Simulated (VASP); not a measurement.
NaCl, 2 atoms in the cell. It takes space group Pm-3m (No. 221, cubic). Conventional cell: a = 3.525 Å, b = 3.525 Å, c = 3.525 Å, α = 90.00°, β = 90.00°, γ = 90.00°. Within 4.0 Å of Cl (site symmetry m-3m) lie 8 Na at 3.05 Å and 6 Cl at 3.53 Å. Within 4.0 Å of Na (site symmetry m-3m) lie 8 Cl at 3.05 Å and 6 Na at 3.53 Å.  This cell differs from its parent crystal: volume scaled by 1.02.

* Program: VASP 6.6.1
* Task: single point
* Functional: PBE
* Potentials or basis: VASP PAW PBE potentials, release 64 (Cl, Na_pv)
* Cutoff: 520 eV
* k mesh: 8 × 8 × 8
* Occupations: fermi-dirac, width 0.05 eV
* Spin: no spin polarisation
* Dipole correction: no
* Further INCAR settings: ALGO = Normal; EDIFF = 1e-07; NBANDS = 14

Potentials or basis: VASP PAW PBE potentials, release 64 (Cl, Na_pv).

The run is started by

```console
$ cat potpaw_PBE.64/Cl/POTCAR potpaw_PBE.64/Na_pv/POTCAR > POTCAR
$ mpirun -np 1 vasp_std > vasp.out
```

Hardware: 1 thread of Intel(R) Xeon(R) Platinum 8375C CPU @ 2.90GHz (Ice Lake), with other jobs on the host.

Q: Estimate the wall time of this run.

A: It took 12 s on 1 thread of Intel(R) Xeon(R) Platinum 8375C CPU @ 2.90GHz (Ice Lake) (shared host), peak memory 0.15 GiB. Counts: scf iterations 14, k points 35.
